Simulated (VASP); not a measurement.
# Cu (P6_3/mmc) in VASP: notebook

Runs on Cu. Level: PBEsol. Tasks: relaxation of cell and atoms.

All numbers are computed with VASP 6.6.1; they aren't measurements. Logs are shortened: lines on timing, memory, paths and dates and some standing lists are left out, and cuts for length are marked.

## Step 1: The cell of the first run

It takes space group P6_3/mmc (No. 194, hexagonal). The conventional cell has a = 2.534 Å, b = 2.534 Å, c = 4.113 Å, α = 90.00°, β = 90.00°, γ = 120.00°. Within 3.3 Å of Cu (site symmetry -6m2) lie 12 Cu at 2.52 to 2.53 Å.

This isn't the form of Cu at room conditions, which is fcc.

## Step 2: Relaxation of cell and atoms, PBEsol

The input, INCAR:

```
SYSTEM = Cu
PREC = Accurate
ENCUT = 600
EDIFF = 1E-6
ISMEAR = -1
SIGMA = 0.15
LREAL = .False.
LASPH = .True.
NELM = 60
ALGO = Normal
ISIF = 3
LWAVE = .False.
LCHARG = .False.
GGA = PS
IBRION = 2
NSW = 80
EDIFFG = -0.01
```

The input, KPOINTS:

```
Automatic mesh
0
Gamma
  12 12 6
  0 0 0
```

The input, POSCAR:

```
Cu
1.0
    2.5341000000      0.0000000000      0.0000000000
   -1.2670500000      2.1945900000      0.0000000000
    0.0000000000      0.0000000000      4.1125700000
Cu
2
Direct
    0.3333333333      0.6666666667      0.2500000000
    0.6666666667      0.3333333333      0.7500000000
```

Potentials or basis: VASP PAW PBE potentials, release 64 (Cu).

On the command line:

```bash
> cat potpaw_PBE.64/Cu/POTCAR > POTCAR
> mpirun -np 1 vasp_std > vasp.out
```

OUTCAR:

```text
SYSTEM = Cu
   PREC = Accurate
   ENCUT = 600
   EDIFF = 1E-6
   ISMEAR = -1
   LREAL = .False.
   LASPH = .True.
   NELM = 60
   ISIF = 3
   GGA = PS
   IBRION = 2
   NSW = 80
   EDIFFG = -0.01

 ion  position               nearest neighbor table
   1  0.333  0.667  0.250-   2 2.52   2 2.52   2 2.52   2 2.52   2 2.52   2 2.52
   2  0.667  0.333  0.750-   1 2.52   1 2.52   1 2.52   1 2.52   1 2.52   1 2.52

  LATTYP: Found a hexagonal cell.
 ALAT       =     2.5341000000
 C/A-ratio  =     1.6228917564

  Lattice vectors:

 A1 = (   2.5341000000,   0.0000000000,   0.0000000000)
 A2 = (  -1.2670500000,   2.1945900000,   0.0000000000)
 A3 = (   0.0000000000,   0.0000000000,   4.1125700000)

Analysis of symmetry for initial positions (statically):
=====================================================================
 Subroutine PRICEL returns:
 Original cell was already a primitive cell.

 Routine SETGRP: Setting up the symmetry group for a
 hexagonal supercell.

 Subroutine GETGRP returns: Found 24 space group operations
 (whereof 12 operations were pure point group operations)
 out of a pool of 24 trial point group operations.

The static configuration has the point symmetry D_3d.
 The point group associated with its full space group is D_6h.

Analysis of symmetry for dynamics (positions and initial velocities):
=====================================================================
 Subroutine PRICEL returns:
 Original cell was already a primitive cell.

 Routine SETGRP: Setting up the symmetry group for a
 hexagonal supercell.

 Subroutine GETGRP returns: Found 24 space group operations
 (whereof 12 operations were pure point group operations)
 out of a pool of 24 trial point group operations.

The dynamic configuration has the point symmetry D_3d.
 The point group associated with its full space group is D_6h.

 Subroutine INISYM returns: Found 24 space group operations
 (whereof 12 operations are pure point group operations),
 and found     1 'primitive' translations

----------------------------------------------------------------------------------------

                                     Primitive cell

  volume of cell :      22.8713

  direct lattice vectors                    reciprocal lattice vectors
     2.534100000  0.000000000  0.000000000     0.394617418  0.227832989  0.000000000
    -1.267050000  2.194590000  0.000000000     0.000000000  0.455665979  0.000000000
     0.000000000  0.000000000  4.112570000     0.000000000  0.000000000  0.243156955

  length of vectors
     2.534100000  2.534095691  4.112570000     0.455665204  0.455665979  0.243156955
[... 104 lines left out ...]
  Thomas-Fermi vector in A             =   2.710691
   LORBIT       =      0    0 simple, 1 ext, 2 COOP (PROOUT), +10 PAW based schemes
   GGA     = PS    functional components
   LHFCALC =     F    Hartree Fock is set to
   AEXX    =    0.0000 exact exchange contribution
   IVDW    =     0    specifies the selected vdW correction
   LEPSILON=     F    determine dielectric tensor
   LRPA    =     F    only Hartree local field effects (RPA)
 conjugate gradient relaxation of ions
 non-spin polarized calculation
  energy-cutoff  :      600.00
  volume of cell :       22.87
 maximum number of plane-waves:       780
   NGX = 11   NGY = 11   NGZ = 17

--------------------------------------- Ionic step        1  -------------------------------------------

 number of electron      21.9999994 magnetization

 Free energy of the ion-electron system (eV)
  ---------------------------------------------------
  ext. energy  EPLUGINS =         0.00000000
  ---------------------------------------------------
  free energy    TOTEN  =        -8.61658628 eV

  energy without entropy =       -8.55976839  energy(sigma->0) =       -8.58817733

------------------------ aborting loop because EDIFF is reached ----------------------------------------

  FORCE on cell =-STRESS in cart. coord.  units (eV):
  Direction    XX          YY          ZZ          XY          YZ          ZX
  --------------------------------------------------------------------------------------
  -------------------------------------------------------------------------------------
  Total       -0.1724117     -0.1724109      0.0585680      0.0000000     -0.0000000     -0.0000000
  in kB      -12.0777704    -12.0777157      4.1028006      0.0000000     -0.0000000     -0.0000000
  external PRESSURE =      -6.6842285 kB  Pullay stress =       0.0000000 kB
[... 95 lines left out ...]
--------------------------------------- Ionic step        4  -------------------------------------------

 number of electron      22.0000000 magnetization

 Free energy of the ion-electron system (eV)
  ---------------------------------------------------
  ext. energy  EPLUGINS =         0.00000000
  ---------------------------------------------------
  free energy    TOTEN  =        -8.61752419 eV

  energy without entropy =       -8.56040271  energy(sigma->0) =       -8.58896345

 E-fermi :   7.7953     XC(G=0): -13.1236

 val. band max:        7.7650180793   @ k =   0.4167   0.0833   0.3333
 cond. band min:       7.8001397186   @ k =   0.2500   0.0833   0.3333
 fundamental gap:      0.0351216393
 Fermi energy:         7.7953295910

 k-point     1 :       0.0000    0.0000    0.0000
  band No.  band energies     occupation
      1      -1.8113      2.00000
      2       2.5437      2.00000
      3       4.6966      2.00000
      4       4.7720      2.00000
      5       4.7721      2.00000
      6       4.9904      2.00000
      7       4.9904      2.00000
      8       5.3057      2.00000
      9       5.3057      2.00000
     10       6.0878      1.99998
     11       6.0878      1.99998
     12       6.6866      1.99877
     13      11.7370      0.00000
     14      29.5393      0.00000
[... 401 lines left out ...]
      2       3.3171      2.00000
      3       3.6200      2.00000
      4       4.2163      2.00000
      5       4.7546      2.00000
      6       4.8987      2.00000
      7       5.1463      2.00000
      8       5.8323      2.00000
      9       5.8544      2.00000
     10       5.8729      1.99999
     11       6.1739      1.99996
     12      10.1215      0.00000
     13      15.0336      0.00000
     14      16.1612      0.00000
     15      21.1032      0.00000

 [... further k-points ...]

------------------------ aborting loop because EDIFF is reached ----------------------------------------

  FORCE on cell =-STRESS in cart. coord.  units (eV):
  Direction    XX          YY          ZZ          XY          YZ          ZX
  --------------------------------------------------------------------------------------
  -------------------------------------------------------------------------------------
  Total        0.0093410      0.0093410      0.0176577      0.0000000      0.0000000      0.0000000
  in kB        0.6572325      0.6572295      1.2423905      0.0000000      0.0000000      0.0000000
  external PRESSURE =       0.8522842 kB  Pullay stress =       0.0000000 kB
[... 17 lines left out ...]
  FREE ENERGIE OF THE ION-ELECTRON SYSTEM (eV)
  ---------------------------------------------------
  free  energy   TOTEN  =        -8.6175241903 eV

  energy  without entropy=       -8.5604027094  energy(sigma->0) =       -8.58896345

 reached required accuracy - stopping structural energy minimisation
```

OSZICAR:

```text
N       E                     dE             d eps       ncg     rms          rms(c)
DAV:   1     0.125321429245E+03    0.12532E+03   -0.11865E+04  2392   0.296E+03
DAV:   2    -0.620181348128E+01   -0.13152E+03   -0.12716E+03  2280   0.334E+02
DAV:   3    -0.107988310229E+02   -0.45970E+01   -0.44344E+01  2885   0.960E+01
[... 27 lines left out ...]
DAV:   2    -0.861888396501E+01    0.25995E-02   -0.17748E-02  2546   0.390E+00    0.228E-01
DAV:   3    -0.861783738989E+01    0.10466E-02   -0.34497E-03  2483   0.172E+00    0.126E-01
DAV:   4    -0.861752244709E+01    0.31494E-03   -0.32976E-04  3643   0.472E-01    0.907E-03
DAV:   5    -0.861752383090E+01   -0.13838E-05   -0.16651E-05  2976   0.669E-02    0.407E-03
DAV:   6    -0.861752419034E+01   -0.35944E-06   -0.37373E-07  1280   0.143E-02
   4 F= -.86175242E+01 E0= -.85889634E+01  d E =-.219979E-03
```

Wall time 41 s (1 thread of Intel Xeon Platinum 8488C (Sapphire Rapids), shared host); peak memory 0.15 GiB.

What came out:

```yaml
Free_energy: -8.6175 eV
Relaxed_volume: 11.39 Å³/atom
Relaxed_cell: a = 2.523 Å, b = 2.523 Å, c = 4.132 Å, α = 90.00°, β = 90.00°, γ = 120.00°
Space_group_after_relaxing_to_0.1_Å: P6_3/mmc (No. 194)
Energy_gained_by_relaxing: 0.5 meV/atom
Ionic_steps: 4
Pressure_after_relaxing: 0.1 GPa
Band_gap_on_the_k_mesh: zero (bands 11 and 12 overlap by 6.13 eV)
```

Step by step:
| step | energy change (eV) | largest force (eV/Å) | pressure (GPa) | volume (Å³) |
| --- | --- | --- | --- | --- |
| 1 | 0.0000 | 0.0000 | -0.67 | 22.87 |
| 2 | -0.0007 | 0.0000 | 0.45 | 22.71 |
| 3 | -0.0007 | 0.0000 | 0.39 | 22.72 |
| 4 | -0.0009 | 0.0000 | 0.09 | 22.77 |

Final structure:
```
CELL_PARAMETERS angstrom
2.52260 0.00000 0.00000
-1.26130 2.18463 0.00000
0.00000 0.00000 4.13200
ATOMIC_POSITIONS crystal
Cu 0.33333 0.66667 0.25000
Cu 0.66667 0.33333 0.75000
```

Caveat: the PAW data sets were made with another functional, which shifts forces and pressure a little.

## Step 3: Relaxation of cell and atoms, PBEsol, target pressure 5 GPa, at which the enthalpy is minimised

The input, INCAR:

```
  PREC = Accurate
  ENCUT = 600
  EDIFF = 1E-7
  ISMEAR = -1
  SIGMA = 0.15
  LREAL = F
  LASPH = T
  NELM = 60
  ALGO = Normal
  ISIF = 3
  LWAVE = F
  LCHARG = F
  GGA = PS
  IBRION = 2
  NSW = 80
  EDIFFG = -0.01
  PSTRESS = 50.0
```

The input, KPOINTS:

```
regular mesh
0
Gamma
  12 12 6
```

POSCAR is that of step 2.

Potentials or basis: VASP PAW PBE potentials, release 64 (Cu).

On the command line:

```bash
> cat potpaw_PBE.64/Cu/POTCAR > POTCAR
> mpirun -np 1 vasp_std > vasp.out
```

OUTCAR:

```text
PREC = Accurate
   ENCUT = 600
   EDIFF = 1E-7
   ISMEAR = -1
   LREAL = F
   LASPH = T
   NELM = 60
   ISIF = 3
   GGA = PS
   IBRION = 2
   NSW = 80
   EDIFFG = -0.01
   PSTRESS = 50.0

 ion  position               nearest neighbor table
   1  0.333  0.667  0.250-   2 2.52   2 2.52   2 2.52   2 2.52   2 2.52   2 2.52
   2  0.667  0.333  0.750-   1 2.52   1 2.52   1 2.52   1 2.52   1 2.52   1 2.52

  LATTYP: Found a hexagonal cell.
 ALAT       =     2.5341000000
 C/A-ratio  =     1.6228917564

  Lattice vectors:

 A1 = (   2.5341000000,   0.0000000000,   0.0000000000)
 A2 = (  -1.2670500000,   2.1945900000,   0.0000000000)
 A3 = (   0.0000000000,   0.0000000000,   4.1125700000)

Analysis of symmetry for initial positions (statically):
=====================================================================
 Subroutine PRICEL returns:
 Original cell was already a primitive cell.

 Routine SETGRP: Setting up the symmetry group for a
 hexagonal supercell.

 Subroutine GETGRP returns: Found 24 space group operations
 (whereof 12 operations were pure point group operations)
 out of a pool of 24 trial point group operations.

The static configuration has the point symmetry D_3d.
 The point group associated with its full space group is D_6h.

Analysis of symmetry for dynamics (positions and initial velocities):
=====================================================================
 Subroutine PRICEL returns:
 Original cell was already a primitive cell.

 Routine SETGRP: Setting up the symmetry group for a
 hexagonal supercell.

 Subroutine GETGRP returns: Found 24 space group operations
 (whereof 12 operations were pure point group operations)
 out of a pool of 24 trial point group operations.

The dynamic configuration has the point symmetry D_3d.
 The point group associated with its full space group is D_6h.

[... 133 lines left out ...]
 maximum number of plane-waves:       780
   NGX = 11   NGY = 11   NGZ = 17

--------------------------------------- Ionic step        1  -------------------------------------------

 number of electron      21.9999994 magnetization

 Free energy of the ion-electron system (eV)
  ---------------------------------------------------
  ext. energy  EPLUGINS =         0.00000000
  ---------------------------------------------------
  free energy    TOTEN  =        -8.61658631 eV

  energy without entropy =       -8.55976847  energy(sigma->0) =       -8.58817739

------------------------ aborting loop because EDIFF is reached ----------------------------------------

  FORCE on cell =-STRESS in cart. coord.  units (eV):
  Direction    XX          YY          ZZ          XY          YZ          ZX
  --------------------------------------------------------------------------------------
  -------------------------------------------------------------------------------------
  Total       -0.1672430     -0.1672422      0.0636012      0.0000000      0.0000000      0.0000000
  in kB      -11.7156958    -11.7156427      4.4553841      0.0000000      0.0000000      0.0000000
  external PRESSURE =     -56.3253181 kB  Pullay stress =      50.0000000 kB
[... 139 lines left out ...]
--------------------------------------- Ionic step        5  -------------------------------------------

 number of electron      21.9999996 magnetization

 Free energy of the ion-electron system (eV)
  ---------------------------------------------------
  ext. energy  EPLUGINS =         0.00000000
  ---------------------------------------------------
  free energy    TOTEN  =        -8.60772779 eV

  energy without entropy =       -8.55132075  energy(sigma->0) =       -8.57952427

 E-fermi :   8.1678     XC(G=0): -13.2934

 val. band max:        8.1188742906   @ k =   0.4167   0.0833   0.3333
 cond. band min:       8.1833745982   @ k =   0.2500   0.0833   0.3333
 fundamental gap:      0.0645003076
 Fermi energy:         8.1678282722

 k-point     1 :       0.0000    0.0000    0.0000
  band No.  band energies     occupation
      1      -1.6656      2.00000
      2       2.7432      2.00000
      3       4.9718      2.00000
      4       5.0508      2.00000
      5       5.0509      2.00000
      6       5.2795      2.00000
      7       5.2795      2.00000
      8       5.6100      2.00000
      9       5.6100      2.00000
     10       6.4258      1.99998
     11       6.4259      1.99998
     12       6.9680      1.99933
     13      12.2550      0.00000
     14      30.1451      0.00000
[... 401 lines left out ...]
      2       3.5336      2.00000
      3       3.8452      2.00000
      4       4.4674      2.00000
      5       5.0311      2.00000
      6       5.1838      2.00000
      7       5.4375      2.00000
      8       6.1587      2.00000
      9       6.1826      2.00000
     10       6.2000      2.00000
     11       6.5162      1.99997
     12      10.5433      0.00000
     13      15.5501      0.00000
     14      16.7283      0.00000
     15      21.7281      0.00000

 [... further k-points ...]

------------------------ aborting loop because EDIFF is reached ----------------------------------------

  FORCE on cell =-STRESS in cart. coord.  units (eV):
  Direction    XX          YY          ZZ          XY          YZ          ZX
  --------------------------------------------------------------------------------------
  -------------------------------------------------------------------------------------
  Total        0.6903056      0.6903024      0.6932256      0.0000000     -0.0000000      0.0000000
  in kB       49.9745256     49.9742894     50.1859154      0.0000000     -0.0000000      0.0000000
  external PRESSURE =       0.0449101 kB  Pullay stress =      50.0000000 kB
[... 21 lines left out ...]
  energy  without entropy=       -8.5513207540  energy(sigma->0) =       -8.57952427

  enthalpy is  TOTEN    =        -7.9170702667 eV   P V=        0.6906575278

 reached required accuracy - stopping structural energy minimisation
```

Run time: 61 s. Hardware: 1 thread of Intel Xeon Platinum 8488C (Sapphire Rapids), shared host; peak memory 0.15 GiB.

Results:

```
Free energy                                                : -8.6077 eV
Relaxed volume                                             : 11.07 Å³/atom
Relaxed cell                                               : a = 2.499 Å, b = 2.499 Å, c = 4.094 Å, α = 90.00°, β = 90.00°, γ = 120.00°
Space group after relaxing (to 0.1 Å)                      : P6_3/mmc (No. 194)
Energy change on relaxing (the run minimises the enthalpy) : +4.4 meV/atom
Ionic steps                                                : 5
Pressure after relaxing                                    : 5.0 GPa
Band gap on the k mesh                                     : zero (bands 11 and 12 overlap by 6.25 eV)
```

The path:
```csv
step,energy change (eV),largest force (eV/Å),pressure (GPa),volume (Å³)
1,0.0000,0.0000,-0.63,22.87
2,0.0355,0.0000,10.15,21.57
3,0.0094,0.0000,5.07,22.12
4,0.0090,0.0000,5.03,22.13
5,0.0089,0.0000,5.00,22.13
```

Final structure:
```
Cu
1.0
     2.49850    0.00000    0.00000
    -1.24925    2.16376    0.00000
     0.00000    0.00000    4.09367
Cu
2
Direct
  0.33333 0.66667 0.25000
  0.66667 0.33333 0.75000
```

Caveat: the cell is relaxed towards a set pressure, so the run minimises the enthalpy, not the energy; the PAW data sets were made with another functional, which shifts forces and pressure a little.

## Step 4: Relaxation of cell and atoms, PBEsol, target pressure 10 GPa, at which the enthalpy is minimised

INCAR, as its differences from that of step 3:

```diff
@@ -7,3 +7,3 @@
   LASPH = T
-  NELM = 60
+  NELM = 100
   ALGO = Normal
@@ -16,2 +16,2 @@
   EDIFFG = -0.01
-  PSTRESS = 50.0
+  PSTRESS = 100.0
```

KPOINTS is that of step 3.

POSCAR is that of step 3.

On the command line:

```bash
> cat potpaw_PBE.64/Cu/POTCAR > POTCAR
> mpirun -np 1 vasp_std > vasp.out
```

It took 92 s on 1 thread of Intel Xeon Platinum 8488C (Sapphire Rapids), shared host; peak memory 0.16 GiB.

The run converged. Its results:

```yaml
Free_energy: -8.5822 eV
Relaxed_volume: 10.79 Å³/atom
Relaxed_cell: a = 2.478 Å, b = 2.478 Å, c = 4.059 Å, α = 90.00°, β = 90.00°, γ = 120.00°
Space_group_after_relaxing_to_0.1_Å: P6_3/mmc (No. 194)
Energy_change_on_relaxing_the_run_minimises_the_enthalpy: +17.2 meV/atom
Ionic_steps: 10
Pressure_after_relaxing: 10.0 GPa
Band_gap_on_the_k_mesh: zero (bands 11 and 12 overlap by 6.35 eV)
```

The path:
```
step  energy change (eV)  largest force (eV/Å)  pressure (GPa)  volume (Å³)
   1              0.0000                0.0000           -0.63        22.87
   2              0.1483                0.0000           22.88        20.45
   3              0.0345                0.0000            9.94        21.59
   4              0.0361                0.0000           10.21        21.56
   5              0.0356                0.0000           10.26        21.56
   6              0.0356                0.0000           10.24        21.56
   7              0.0356                0.0000           10.17        21.56
   8              0.0356                0.0000           10.20        21.56
   9              0.0329                0.0000            9.77        21.60
  10              0.0344                0.0000           10.02        21.58
```

Final structure:
```yaml
crystal:
  lattice:
    - [2.47772, 0.00000, 0.00000]
    - [-1.23886, 2.14576, 0.00000]
    - [0.00000, 0.00000, 4.05910]
  atoms:
    - { symbol: Cu, position: [0.33333, 0.66667, 0.25000] }
    - { symbol: Cu, position: [0.66667, 0.33333, 0.75000] }
```

Levels at points of the mesh, in eV from the Fermi level:
```
           k point  band 9  band 10  band 11  band 12  band 13  band 14
(0.00, 0.00, 0.00)   -2.62    -1.77    -1.77    -1.28     4.22    22.18
(0.50, 0.00, 0.00)   -1.62    -1.55     0.05     1.80     8.20     8.68
(0.00, 0.00, 0.50)   -2.03    -2.03    -2.03    -2.03    13.17    13.17
(0.50, 0.00, 0.50)   -1.59    -1.59     0.43     0.43     5.40     5.40
```

Caveat: the cell is relaxed towards a set pressure, so the run minimises the enthalpy, not the energy; the PAW data sets were made with another functional, which shifts forces and pressure a little.

(Part 1 of 2 ends here.)
